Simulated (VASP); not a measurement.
Set up this calculation in VASP 6.6.1, as the native input.

| Property | Result |
| --- | --- |
| Task | single point |
| Functional | PBE |
| Potentials or basis | VASP PAW PBE potentials, release 64 (Sb, Ga_d) |
| Cutoff | 520 eV |
| k mesh | 8 × 8 × 8 |
| Occupations | gaussian, width 0.024 eV |
| Spin | no spin polarisation |
| Dipole correction | no |
| Further INCAR settings | ALGO = Normal; EDIFF = 1e-06; NBANDS = 16 |

The structure of GaSb lies in POSCAR:

```
GaSb
1.0
    0.0000000000      3.0590000000      3.0590000000
    3.0590000000      0.0000000000      3.0590000000
    3.0590000000      3.0590000000      0.0000000000
Sb Ga
1 1
Direct
    0.7500000000      0.7500000000      0.7500000000
    0.0000000000      0.0000000000      0.0000000000
```

One way to write it, as run:

INCAR

```
SYSTEM = GaSb
ALGO     = Normal         ! electronic algorithm
EDIFF    = 1E-6           ! SCF threshold, eV
ENCUT    = 520            ! plane-wave cutoff, eV
GGA      = PE             ! functional
ISIF     = 2              ! what is computed and relaxed
ISMEAR   = 0              ! smearing method
LASPH    = .TRUE.         ! aspherical terms in the spheres
LCHARG   = .TRUE.         ! write CHGCAR
LELF     = .TRUE.         ! ELF
LREAL    = .FALSE.        ! projectors in reciprocal space
LVHAR    = .TRUE.       
LWAVE    = .FALSE.        ! write WAVECAR
NBANDS   = 16             ! bands
NELM     = 100            ! most SCF steps
PREC     = Accurate       ! precision mode
SIGMA    = 0.024          ! smearing width, eV
```

KPOINTS

```
k-points
0
G
  8 8 8
  0 0 0
```

Potentials or basis: VASP PAW PBE potentials, release 64 (Sb, Ga_d).

Command:

```bash
$ cat potpaw_PBE.64/Sb/POTCAR potpaw_PBE.64/Ga_d/POTCAR > POTCAR
$ mpirun -np 1 vasp_std > vasp.out
```

It gave:

```json
{
  "Pressure": "2.4 GPa",
  "Band gap on the k mesh": "0.04 eV, direct"
}
```

Caveat: spin-orbit coupling is left out, which moves the levels of the heavy elements.

Run time: 13 s on 1 thread of Intel(R) Xeon(R) 6975P-C (Granite Rapids) (shared host), peak memory 0.18 GiB.
